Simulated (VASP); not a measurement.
# KSb3 (Pm-3m) in VASP: further runs

KSb3 is run at these levels: PBE; tasks: single point, relaxation of cell and atoms.

Everything below comes from runs of VASP 6.6.1. Logs are shortened: lines on timing, memory, paths and dates and some standing lists are left out, and cuts for length are marked.

### 1 The cell of the first run

The structure is cubic, space group Pm-3m (No. 221). The conventional cell has a = 4.898 Å, b = 4.898 Å, c = 4.898 Å, α = 90.00°, β = 90.00°, γ = 90.00°. Within 4.6 Å of K (site symmetry m-3m) lie 12 Sb at 3.46 Å. Sb (site symmetry 4/mmm) has 4 K at 3.46 Å and 8 Sb at 3.46 Å within 4.6 Å.

### 2 Single point, PBE

INCAR reads:

```
SYSTEM = KSb3
ALGO = Normal
EDIFF = 1E-6
ENCUT = 520
GGA = PE
ISIF = 2
ISMEAR = 0
LASPH = .True.
LCHARG = .False.
LREAL = .False.
LWAVE = .False.
NBANDS = 20
NELM = 60
PREC = Accurate
SIGMA = 0.1
```

KPOINTS reads:

```
k-points
0
Gamma
  4 4 4
  0 0 0
```

POSCAR reads:

```
KSb3
1.0
    4.8981892291      0.0000000000      0.0000000000
    0.0000000000      4.8981892291      0.0000000000
    0.0000000000      0.0000000000      4.8981892291
K Sb
1 3
Direct
    0.0000000000      0.0000000000      0.0000000000
    0.0000000000      0.5000000000      0.5000000000
    0.5000000000      0.0000000000      0.5000000000
    0.5000000000      0.5000000000      0.0000000000
```

Potentials or basis: VASP PAW PBE potentials, release 64 (K_sv, Sb).

Started as:

```console
> cat potpaw_PBE.64/K_sv/POTCAR potpaw_PBE.64/Sb/POTCAR > POTCAR
> mpirun -np 1 vasp_std > vasp.out
```

OUTCAR:

```text
SYSTEM = KSb3
   EDIFF = 1E-6
   ENCUT = 520
   GGA = PE
   ISIF = 2
   ISMEAR = 0
   LASPH = .True.
   LREAL = .False.
   NELM = 60
   PREC = Accurate

 ion  position               nearest neighbor table
   1  0.000  0.000  0.000-   2 3.46   3 3.46   4 3.46   2 3.46   3 3.46   2 3.46   4 3.46   2 3.46
                             3 3.46   4 3.46   3 3.46   4 3.46
   2  0.000  0.500  0.500-   1 3.46   3 3.46   4 3.46   1 3.46   4 3.46   1 3.46   3 3.46   1 3.46
                             3 3.46   4 3.46   4 3.46   3 3.46
   3  0.500  0.000  0.500-   1 3.46   2 3.46   4 3.46   1 3.46   4 3.46   2 3.46   4 3.46   4 3.46
                             1 3.46   2 3.46   1 3.46   2 3.46
   4  0.500  0.500  0.000-   1 3.46   2 3.46   3 3.46   2 3.46   3 3.46   1 3.46   3 3.46   3 3.46
                             1 3.46   2 3.46   2 3.46   1 3.46

  LATTYP: Found a simple cubic cell.
 ALAT       =     4.8981892291

  Lattice vectors:

 A1 = (   4.8981892291,   0.0000000000,   0.0000000000)
 A2 = (   0.0000000000,   4.8981892291,   0.0000000000)
 A3 = (   0.0000000000,   0.0000000000,   4.8981892291)

Analysis of symmetry for initial positions (statically):
=====================================================================
 Subroutine PRICEL returns:
 Original cell was already a primitive cell.

 Routine SETGRP: Setting up the symmetry group for a
 simple cubic supercell.

 Subroutine GETGRP returns: Found 48 space group operations
 (whereof 48 operations were pure point group operations)
 out of a pool of 48 trial point group operations.

The static configuration has the point symmetry O_h .

Analysis of symmetry for dynamics (positions and initial velocities):
=====================================================================
 Subroutine PRICEL returns:
 Original cell was already a primitive cell.

 Routine SETGRP: Setting up the symmetry group for a
 simple cubic supercell.

 Subroutine GETGRP returns: Found 48 space group operations
 (whereof 48 operations were pure point group operations)
 out of a pool of 48 trial point group operations.

The dynamic configuration has the point symmetry O_h .

 Subroutine INISYM returns: Found 48 space group operations
 (whereof 48 operations are pure point group operations),
 and found     1 'primitive' translations

----------------------------------------------------------------------------------------

                                     Primitive cell

  volume of cell :     117.5186

  direct lattice vectors                    reciprocal lattice vectors
     4.898189229  0.000000000  0.000000000     0.204157078  0.000000000  0.000000000
     0.000000000  4.898189229  0.000000000     0.000000000  0.204157078  0.000000000
     0.000000000  0.000000000  4.898189229     0.000000000  0.000000000  0.204157078

  length of vectors
     4.898189229  4.898189229  4.898189229     0.204157078  0.204157078  0.204157078

  position of ions in fractional coordinates (direct lattice)
     0.000000000  0.000000000  0.000000000
     0.000000000  0.500000000  0.500000000
     0.500000000  0.000000000  0.500000000
     0.500000000  0.500000000  0.000000000

  ion indices of the primitive-cell ions
   primitive index   ion index
                 1           1
                 2           2
                 3           3
                 4           4

----------------------------------------------------------------------------------------

 KPOINTS: k-points

Automatic generation of k-mesh.
 Grid dimensions read from file:
 generate k-points for:    4    4    4

 Generating k-lattice:

  Cartesian coordinates                     Fractional coordinates (reciprocal lattice)
     0.051039269  0.000000000  0.000000000     0.250000000  0.000000000  0.000000000
     0.000000000  0.051039269  0.000000000     0.000000000  0.250000000  0.000000000
     0.000000000  0.000000000  0.051039269     0.000000000  0.000000000  0.250000000

  Length of vectors
     0.051039269  0.051039269  0.051039269

  Shift w.r.t. Gamma in fractional coordinates (k-lattice)
     0.000000000  0.000000000  0.000000000

 Subroutine IBZKPT returns following result:
 ===========================================

 Found     10 irreducible k-points:

 Following reciprocal coordinates:
            Coordinates               Weight
  0.000000  0.000000  0.000000      1.000000
  0.250000  0.000000  0.000000      6.000000
  0.500000  0.000000  0.000000      3.000000
  0.250000  0.250000  0.000000     12.000000
  0.500000  0.250000  0.000000     12.000000
  0.500000  0.500000  0.000000      3.000000
  0.250000  0.250000  0.250000      8.000000
  0.500000  0.250000  0.250000     12.000000
  0.500000  0.500000  0.250000      6.000000
  0.500000  0.500000  0.500000      1.000000
   k-points           NKPTS =     10   k-points in BZ     NKDIM =     10   number of bands    NBANDS=     20
   number of dos      NEDOS =    301   number of ions     NIONS =      4
   total plane-waves  NPLWV =  46656
   dimension x,y,z NGX =    36 NGY =   36 NGZ =   36
   dimension x,y,z NGXF=    72 NGYF=   72 NGZF=   72
   ions per type =               1   3
   NGX,Y,Z   is equivalent  to a cutoff of  12.22, 12.22, 12.22 a.u.
   NGXF,Y,Z  is equivalent  to a cutoff of  24.44, 24.44, 24.44 a.u.
 SYSTEM =  KSb3
   PREC   = accura    normal or accurate (medium, high low for compatibility)
   ISTART =      0    job   : 0-new  1-cont  2-samecut
   ICHARG =      2    charge: 1-file 2-atom 10-const
   ISPIN  =      1    spin polarized calculation?
   LNONCOLLINEAR =      F non collinear calculations
   LSORBIT =      F    spin-orbit coupling
   LASPH  =      T    aspherical Exc in radial PAW
   ENCUT  =  520.0 eV  38.22 Ry    6.18 a.u.   9.11  9.11  9.11*2*pi/ulx,y,z
   NELM   =     60;   NELMIN=  2; NELMDL= -5     # of ELM steps
   EDIFF  = 0.1E-05   stopping-criterion for ELM
   LREAL  =      F    real-space projection
   EDIFFG = 0.1E-04   stopping-criterion for IOM
   NSW    =      0    number of steps for IOM
   IBRION =     -1    ionic relax: 0-MD 1-quasi-New 2-CG
   NFREE  =      0    steps in history (QN), initial steepest desc. (CG)
   ISIF   =      2    stress and relaxation
   ISYM   =      2    0-nonsym 1-usesym 2-fastsym
   POTIM  = 0.5000    time-step for ionic-motion
   TEBEG  =    0.0;   TEEND  =   0.0 temperature during run
   PSTRESS=    0.0 pullay stress
   NELECT =      24.0000    total number of electrons
   NUPDOWN=      -1.0000    fix difference up-down
   EMIN   =  10.00;   EMAX   =-10.00  energy-range for DOS
   EFERMI =   0.00;   METHOD = LEGACY
   ISMEAR =     0;   SIGMA  =   0.10  broadening in eV -4-tet -1-fermi 0-gaus
   EFERMI_NEDOS =   21; number of points for ismear=-14 and -15
   IALGO  =     38    algorithm
   IMIX   =      4    mixing-type and parameters
     AMIX     =   0.40;   BMIX     =  1.00
     AMIX_MAG =   1.60;   BMIX_MAG =  1.00
  volume/ion in A,a.u.               =      29.38       198.26
  Fermi-wavevector in a.u.,A,eV,Ry     =   0.964072  1.821833 12.645741  0.929436
  Thomas-Fermi vector in A             =   2.093672
   LORBIT       =      0    0 simple, 1 ext, 2 COOP (PROOUT), +10 PAW based schemes
   GGA     = PE    functional components
   LHFCALC =     F    Hartree Fock is set to
   AEXX    =    0.0000 exact exchange contribution
   IVDW    =     0    specifies the selected vdW correction
   LEPSILON=     F    determine dielectric tensor
   LRPA    =     F    only Hartree local field effects (RPA)
 non-spin polarized calculation
 Gauss-broadening in eV      SIGMA  =   0.10
  energy-cutoff  :      520.00
  volume of cell :      117.52
 maximum number of plane-waves:      3184
   NGX = 19   NGY = 19   NGZ = 19

 number of electron      23.9999998 magnetization

 Free energy of the ion-electron system (eV)
  ---------------------------------------------------
  ext. energy  EPLUGINS =         0.00000000
  ---------------------------------------------------
  free energy    TOTEN  =       -13.47258878 eV

  energy without entropy =      -13.45470218  energy(sigma->0) =      -13.46364548

 E-fermi :   5.5499     XC(G=0):  -9.4710

 val. band max:        5.3323125287   @ k =   0.5000   0.0000   0.0000
 cond. band min:       5.5627039504   @ k =   0.5000   0.2500   0.2500
 fundamental gap:      0.2303914217
 Fermi energy:         5.5499228211

 k-point     1 :       0.0000    0.0000    0.0000
  band No.  band energies     occupation
      1     -24.3657      2.00000
      2      -7.9632      2.00000
      3      -7.9632      2.00000
      4      -7.9632      2.00000
      5      -5.5483      2.00000
      6      -1.6711      2.00000
[... 12 lines left out ...]
     19       9.6472      0.00000
     20      10.0852      0.00000

 k-point     2 :       0.2500    0.0000    0.0000
  band No.  band energies     occupation
      1     -24.3650      2.00000
      2      -8.0340      2.00000
      3      -7.9570      2.00000
      4      -7.9570      2.00000
      5      -5.1593      2.00000
      6      -2.5243      2.00000
[... 12 lines left out ...]
     19      10.3952      0.00000
     20      11.5502      0.00000

 k-point     3 :       0.5000    0.0000    0.0000
  band No.  band energies     occupation
      1     -24.3643      2.00000
      2      -8.0978      2.00000
      3      -7.9507      2.00000
      4      -7.9507      2.00000
      5      -4.4336      2.00000
      6      -3.5969      2.00000
[... 12 lines left out ...]
     19      11.3882      0.00000
     20      12.0022      0.00000

 k-point     4 :       0.2500    0.2500    0.0000
  band No.  band energies     occupation
      1     -24.3643      2.00000
      2      -8.0292      2.00000
      3      -8.0023      2.00000
      4      -7.9511      2.00000
      5      -4.8184      2.00000
      6      -2.5834      2.00000
[... 12 lines left out ...]
     19      11.0391      0.00000
     20      11.7167      0.00000

 k-point     5 :       0.5000    0.2500    0.0000
  band No.  band energies     occupation
      1     -24.3636      2.00000
      2      -8.0707      2.00000
      3      -7.9979      2.00000
      4      -7.9453      2.00000
      5      -4.1704      2.00000
      6      -3.3872      2.00000
[... 12 lines left out ...]
     19      11.5206      0.00000
     20      12.3587      0.00000

 k-point     6 :       0.5000    0.5000    0.0000
  band No.  band energies     occupation
      1     -24.3629      2.00000
      2      -8.0433      2.00000
      3      -8.0433      2.00000
      4      -7.9399      2.00000
      5      -3.5435      2.00000
      6      -3.1493      2.00000
[... 12 lines left out ...]
     19      11.9729      0.00000
     20      12.8671      0.00000

 k-point     7 :       0.2500    0.2500    0.2500
  band No.  band energies     occupation
      1     -24.3636      2.00000
      2      -8.0213      2.00000
      3      -7.9901      2.00000
      4      -7.9901      2.00000
      5      -4.5119      2.00000
      6      -2.5191      2.00000
[... 12 lines left out ...]
     19      10.9147      0.00000
     20      11.1090      0.00000

 k-point     8 :       0.5000    0.2500    0.2500
  band No.  band energies     occupation
      1     -24.3629      2.00000
      2      -8.0477      2.00000
      3      -7.9930      2.00000
      4      -7.9780      2.00000
      5      -3.9197      2.00000
      6      -3.2544      2.00000
[... 12 lines left out ...]
     19      11.9538      0.00000
     20      12.4159      0.00000

 k-point     9 :       0.5000    0.5000    0.2500
  band No.  band energies     occupation
      1     -24.3622      2.00000
      2      -8.0247      2.00000
      3      -8.0247      2.00000
      4      -7.9731      2.00000
      5      -3.3321      2.00000
      6      -3.1090      2.00000
[... 12 lines left out ...]
     19      12.2771      0.00000
     20      13.1497      0.00000

 k-point    10 :       0.5000    0.5000    0.5000
  band No.  band energies     occupation
      1     -24.3615      2.00000
      2      -8.0058      2.00000
      3      -8.0058      2.00000
      4      -8.0058      2.00000
      5      -3.0652      2.00000
      6      -3.0652      2.00000
[... 12 lines left out ...]
     19      12.4247      0.00000
     20      12.4264      0.00000

------------------------ aborting loop because EDIFF is reached ----------------------------------------

  FORCE on cell =-STRESS in cart. coord.  units (eV):
  Direction    XX          YY          ZZ          XY          YZ          ZX
  --------------------------------------------------------------------------------------
  -------------------------------------------------------------------------------------
  Total       -0.1361294     -0.1361294     -0.1361294      0.0000000      0.0000000     -0.0000000
  in kB       -1.8559058     -1.8559058     -1.8559058      0.0000000      0.0000000     -0.0000000
  external PRESSURE =      -1.8559058 kB  Pullay stress =       0.0000000 kB

 VOLUME and BASIS-vectors are now :
 -----------------------------------------------------------------------------
  energy-cutoff  :      520.00
  volume of cell :      117.52
      direct lattice vectors                 reciprocal lattice vectors
     4.898189229  0.000000000  0.000000000     0.204157078  0.000000000  0.000000000
     0.000000000  4.898189229  0.000000000     0.000000000  0.204157078  0.000000000
     0.000000000  0.000000000  4.898189229     0.000000000  0.000000000  0.204157078

 POSITION                                       TOTAL-FORCE (eV/Angst)
 -----------------------------------------------------------------------------------
      0.00000      0.00000      0.00000         0.000000      0.000000      0.000000
      0.00000      2.44909      2.44909         0.000000      0.000000      0.000000
      2.44909      0.00000      2.44909         0.000000      0.000000      0.000000
      2.44909      2.44909      0.00000         0.000000      0.000000      0.000000
 -----------------------------------------------------------------------------------
    total drift:                               -0.000000      0.000000      0.000000

  FREE ENERGIE OF THE ION-ELECTRON SYSTEM (eV)
  ---------------------------------------------------
  free  energy   TOTEN  =       -13.4725887807 eV

  energy  without entropy=      -13.4547021778  energy(sigma->0) =      -13.46364548
```

Run time: 8.8 s. Hardware: 1 thread of Intel Xeon 6975P-C (Granite Rapids), shared host; peak memory 0.2 GiB.

Results:

| Quantity | Value |
| --- | --- |
| Free energy | -13.4726 eV |
| Pressure | -0.2 GPa |
| Band gap on the k mesh | zero (bands 12 and 13 overlap by 3.49 eV) |

Caveat: spin-orbit coupling is left out, which moves the levels of the heavy elements.

### 3 Single point, PBE

This run uses another cell than the first one, of 29.16 Å³/atom.

INCAR reads:

```
PREC = Accurate ; ENCUT = 520
EDIFF = 1E-6 ; ISMEAR = 0
SIGMA = 0.1 ; LREAL = F
LASPH = T ; NELM = 60
ALGO = Normal ; ISIF = 2
LWAVE = F ; LCHARG = F
GGA = PE ; NBANDS = 20
```

KPOINTS reads:

```
regular mesh
0
Gamma
  10 10 10
```

POSCAR reads:

```
KSb3
1.0
    4.8857011532      0.0000000000      0.0000000000
    0.0000000000      4.8857011532      0.0000000000
    0.0000000000      0.0000000000      4.8857011532
K Sb
1 3
Direct
    0.0000000000      0.0000000000      0.0000000000
    0.0000000000      0.5000000000      0.5000000000
    0.5000000000      0.0000000000      0.5000000000
    0.5000000000      0.5000000000      0.0000000000
```

Potentials or basis: VASP PAW PBE potentials, release 64 (K_sv, Sb).

Started as:

```console
> cat potpaw_PBE.64/K_sv/POTCAR potpaw_PBE.64/Sb/POTCAR > POTCAR
> mpirun -np 1 vasp_std > vasp.out
```

Run time: 29 s. Hardware: 1 thread of Intel Xeon 6975P-C (Granite Rapids), shared host; peak memory 0.26 GiB.

The run converged. Its results:

```yaml
Free_energy: -13.5318 eV
Pressure: 0.0 GPa
Band_gap_on_the_k_mesh: zero (bands 12 and 13 overlap by 3.64 eV)
```

Levels at points of the mesh, in eV from the Fermi level:
```csv
k point,band 10,band 11,band 12,band 13,band 14,band 15
"(0.00, 0.00, 0.00)",-3.30,0.64,0.64,0.64,2.25,3.06
"(0.50, 0.00, 0.00)",-1.13,-0.87,-0.85,-0.85,-0.35,2.08
"(0.50, 0.50, 0.00)",-1.10,-1.10,-1.06,-0.47,-0.47,3.15
"(0.50, 0.50, 0.50)",-3.43,-3.43,2.63,3.46,3.46,3.56
```

Caveat: spin-orbit coupling is left out, which moves the levels of the heavy elements.

### 4 Relaxation of cell and atoms, PBE

INCAR reads:

```
PREC = Accurate ; ENCUT = 600
EDIFF = 1E-7 ; ISMEAR = 0
SIGMA = 0.1 ; LREAL = F
LASPH = T ; NELM = 100
ALGO = Normal ; ISIF = 3
LWAVE = F ; LCHARG = F
GGA = PE ; IBRION = 2
NSW = 100 ; EDIFFG = -0.01
```

KPOINTS is that of step 3.

POSCAR reads:

```
KSb3
1.0
    4.8981892291      0.0000000000      0.0000000000
    0.0000000000      4.8981892291      0.0000000000
    0.0000000000      0.0000000000      4.8981892291
K Sb
1 3
Direct
    0.0000000000      0.0000000000      0.0000000000
    0.0000000000      0.5000000000      0.5000000000
    0.5000000000      0.0000000000      0.5000000000
    0.5000000000      0.5000000000      0.0000000000
```

Started as:

```console
> cat potpaw_PBE.64/K_sv/POTCAR potpaw_PBE.64/Sb/POTCAR > POTCAR
> mpirun -np 1 vasp_std > vasp.out
```

It took 69 s on 1 thread of Intel Xeon 6975P-C (Granite Rapids), shared host; peak memory 0.32 GiB.

The run converged. Its results:

```yaml
Free_energy: -13.5319 eV
Relaxed_volume: 29.15 Å³/atom
Relaxed_cell: a = 4.886 Å, b = 4.886 Å, c = 4.886 Å, α = 90.00°, β = 90.00°, γ = 90.00°
Space_group_after_relaxing_to_0.1_Å: Pm-3m (No. 221)
Energy_gained_by_relaxing: 0.2 meV/atom
Ionic_steps: 2
Pressure_after_relaxing: 0.0 GPa
Band_gap_on_the_k_mesh: zero (bands 12 and 13 overlap by 3.64 eV)
```

Step by step:
| step | energy change (eV) | largest force (eV/Å) | pressure (GPa) | volume (Å³) |
| --- | --- | --- | --- | --- |
| 1 | 0.0000 | 0.0000 | -0.29 | 117.52 |
| 2 | -0.0008 | 0.0000 | 0.01 | 116.61 |

Final structure:
```cif
data_structure
_symmetry_space_group_name_H-M 'P 1'
_symmetry_Int_Tables_number 1
_cell_length_a 4.8856
_cell_length_b 4.8856
_cell_length_c 4.8856
_cell_angle_alpha 90.000
_cell_angle_beta 90.000
_cell_angle_gamma 90.000
_cell_volume 116.61
loop_
_atom_site_label
_atom_site_type_symbol
_atom_site_fract_x
_atom_site_fract_y
_atom_site_fract_z
_atom_site_occupancy
K1 K 0.00000 0.00000 0.00000 1
Sb1 Sb 0.00000 0.50000 0.50000 1
Sb2 Sb 0.50000 0.00000 0.50000 1
Sb3 Sb 0.50000 0.50000 0.00000 1
```

Levels at points of the mesh, in eV from the Fermi level:
| k point | band 9 | band 10 | band 11 | band 12 | band 13 | band 14 | band 15 | band 16 |
| --- | --- | --- | --- | --- | --- | --- | --- | --- |
| (0.00, 0.00, 0.00) | -3.30 | -3.30 | 0.64 | 0.64 | 0.64 | 2.25 | 3.06 | 3.06 |
| (0.50, 0.00, 0.00) | -2.69 | -1.13 | -0.87 | -0.85 | -0.85 | -0.35 | 2.08 | 2.08 |
| (0.50, 0.50, 0.00) | -2.24 | -1.11 | -1.11 | -1.06 | -0.47 | -0.47 | 3.15 | 3.25 |
| (0.50, 0.50, 0.50) | -3.43 | -3.43 | -3.43 | 2.63 | 3.46 | 3.46 | 3.56 | 3.56 |

Caveat: spin-orbit coupling is left out, which moves the levels of the heavy elements.

### 5 Overview

| task | cell | k mesh | cutoff (eV) | gap on the mesh (eV) | pressure (GPa) |
| --- | --- | --- | --- | --- | --- |
| single point | a = 4.898 Å, 4 atoms | 4 × 4 × 4 | 520 | none | -0.2 |
| single point | a = 4.886 Å, 4 atoms | 10 × 10 × 10 | 520 | none | 0.0 |
| relaxation of cell and atoms | relaxed from a = 4.898 Å, 4 atoms | 10 × 10 × 10 | 600 | none | 0.0 |

Alike in all rows: level PBE; potentials or basis VASP PAW PBE potentials, release 64 (K_sv, Sb); no spin polarisation; smearing gaussian 0.1 eV.

Caveats: spin-orbit coupling is left out, which moves the levels of the heavy elements.

Absolute energies hang on the potentials; compare differences alone.
